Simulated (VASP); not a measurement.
A run of VASP 6.6.1 is set up as follows.

INCAR

```
SYSTEM = H
ALGO = Normal ; EDIFF = 1E-6
ENCUT = 400 ; GGA = CA
GGA_COMPAT = .FALSE. ; ISIF = 2
ISMEAR = 0 ; ISPIN = 2
LASPH = .TRUE. ; LCHARG = .TRUE.
LELF = .TRUE. ; LORBIT = 11
LREAL = .FALSE. ; LVHAR = .TRUE.
LWAVE = .FALSE. ; MAGMOM = 1
NBANDS = 10 ; NELM = 200
NELMDL = -8 ; PREC = Accurate
SIGMA = 0.01
```

Contents of KPOINTS:

```
k-points
0
G
  1 1 1
  0 0 0
```

The input POSCAR:

```
H
1.0
   11.0000000000      0.0000000000      0.0000000000
    0.0000000000     11.5000000000      0.0000000000
    0.0000000000      0.0000000000     12.0000000000
H
1
Direct
    0.4545454545      0.4782608696      0.5000000000
```

Potentials or basis: VASP PAW LDA potentials, release 64 (H).

Launch:

```console
$ cat potpaw_LDA.64/H/POTCAR > POTCAR
$ mpirun -np 1 vasp_gam > vasp.out
```

Problem. Predict the site moments.

Solution. H +0.36 μB.

Problem. What does it give for the net moment?

Solution. 1.00 μB per cell.
